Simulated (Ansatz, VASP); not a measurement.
# CO2: VASP beside Ansatz

```
C O
1.0
     5.62400    0.00000    0.00000
     0.00000    5.62400    0.00000
     0.00000    0.00000    5.62400
C O
4 8
Direct
  0.00000 0.00000 0.00000
  0.50000 0.00000 0.50000
  0.50000 0.50000 0.00000
  0.00000 0.50000 0.50000
  0.11850 0.11850 0.11850
  0.38150 0.88150 0.61850
  0.61850 0.38150 0.88150
  0.88150 0.61850 0.38150
  0.88150 0.88150 0.88150
  0.61850 0.11850 0.38150
  0.38150 0.61850 0.11850
  0.11850 0.38150 0.61850
```

Alike in both runs: task relaxation of the atoms; functional PBE; k mesh 4 × 4 × 4; occupations fermi-dirac, width 0.02 eV; no spin polarisation.

```csv
,VASP,Ansatz
version,VASP 6.6.1,Ansatz 0.2.0
potentials or method,"VASP PAW PBE potentials, release 64 (C, O)","plane-wave PAW, scalar-relativistic"
plane-wave cutoff (eV),520,420
valence electrons in the cell,64,64
```

```tsv
	VASP	Ansatz	Ansatz less VASP
gap on the k mesh at the Fermi level, each at its own relaxed structure (eV)	6.71	6.79	+0.076
```

Ansatz's warnings: stress scf threshold loose.

Noted on VASP's run: the standard files for N, O and F lose accuracy on very short bonds.
